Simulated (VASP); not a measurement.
The system is Tb4WO.

```
Tb W O
1.0
    -2.69208    2.69208    5.56345
     2.69208   -2.69208    5.56345
     2.69208    2.69208   -5.56345
Tb W O
4 1 1
Direct
  0.75000 0.25000 0.50000
  0.25000 0.75000 0.50000
  0.33122 0.33122 0.00000
  0.66878 0.66878 0.00000
  0.00000 0.00000 0.00000
  0.50000 0.50000 0.00000
```

The cell was generated, and may not be a known phase.

| Quantity | Value |
| --- | --- |
| Program | VASP 6.6.1 |
| Task | relaxation of cell and atoms |
| Functional | PBE |
| Potentials or basis | VASP PAW PBE potentials, release 64 (Tb_3, W_sv, O), 4f in core |
| Cutoff | 600 eV |
| k mesh | 4 × 4 × 4 |
| Occupations | gaussian, width 0.2 eV |
| Spin | no spin polarisation |

At the start: pressure 8.8 GPa; volume 26.88 Å³/atom.

Where does the relaxation end?

Over 15 steps the energy falls by 514.3 meV/atom and the volume is 32.36 Å³/atom (+20.4 %); space group I4/mmm (No. 139, to 0.1 Å) before and after.

The path:
| step | energy change (eV) | largest force (eV/Å) | pressure (GPa) | volume (Å³) |
| --- | --- | --- | --- | --- |
| 1 | 0.0000 | 2.3868 | 8.75 | 161.28 |
| 2 | -0.7924 | 1.6049 | -2.13 | 197.99 |
| 3 | -0.8482 | 1.0692 | -0.47 | 188.74 |
| 4 | -1.8038 | 0.4891 | -1.91 | 206.75 |
| 5 | -2.0659 | 1.6994 | -2.42 | 219.77 |
| 6 | -2.4393 | 2.1429 | -1.45 | 212.04 |
| 7 | -2.7455 | 3.5057 | 2.82 | 192.58 |
| 8 | -2.8441 | 2.7056 | 2.57 | 191.16 |
| 9 | -2.9305 | 1.1398 | 2.26 | 188.10 |
| 10 | -2.9870 | 0.9084 | 1.72 | 189.51 |
| 11 | -3.0778 | 0.3087 | 0.23 | 193.72 |
| 12 | -3.0836 | 0.1397 | -0.21 | 195.07 |
| 13 | -3.0836 | 0.1227 | -0.26 | 195.21 |
| 14 | -3.0843 | 0.1028 | -0.22 | 194.94 |
| 15 | -3.0858 | 0.0435 | -0.14 | 194.17 |

Final structure:
```
Tb W O
1.0
    -3.18855    3.18855    4.77450
     3.18855   -3.18855    4.77450
     3.18855    3.18855   -4.77450
Tb W O
4 1 1
Direct
  0.75000 0.25000 0.50000
  0.25000 0.75000 0.50000
  0.29218 0.29218 0.00000
  0.70782 0.70782 0.00000
  0.00000 0.00000 0.00000
  0.50000 0.50000 0.00000
```

Caveat: the volume moved by over 15 % at a fixed basis, so the end points are rough; the run has no spin polarisation, though such a crystal can be magnetic; the relaxation stopped at a loose force limit of 0.08 eV/Å, so its end isn't a converged minimum.
